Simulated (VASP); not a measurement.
Input of a VASP 6.6.1 run:

The input INCAR:

```
SYSTEM = Te
PREC = Accurate ; ENCUT = 520
EDIFF = 1E-6 ; ISMEAR = -1
SIGMA = 0.05 ; LREAL = .False.
LASPH = .True. ; NELM = 80
ALGO = Normal ; ISIF = 2
LWAVE = .False. ; LCHARG = .True.
GGA = PS ; LELF = .True.
LVHAR = .True. ; NBANDS = 16
```

The input KPOINTS:

```
regular mesh
0
Gamma
  7 7 5
  0 0 0
```

Contents of POSCAR:

```
Te
1.0
    3.6641541594      0.0000000000      0.0000000000
   -1.8320770797      3.1732505854      0.0000000000
    0.0000000000      0.0000000000      6.5501640898
Te
3
Direct
    0.6667234910      0.6667234910      0.0000000000
    0.0000000000      0.3332765090      0.6666666667
    0.3332765090      0.0000000000      0.3333333333
```

Potentials or basis: VASP PAW PBE potentials, release 64 (Te).

Launch:

```console
$ cat potpaw_PBE.64/Te/POTCAR > POTCAR
$ mpirun -np 1 vasp_std > vasp.out
```

(1) What does it give for the pressure?

(2) What does it give for the band gap on the k mesh?

Answers

(1) 10.1 GPa.

(2) zero (band 9 reaches 10.67 eV, above the bottom of band 10 at 7.90 eV).

Caveat: the PAW data sets were made with another functional, which shifts forces and pressure a little; spin-orbit coupling is left out, which moves the levels of the heavy elements.
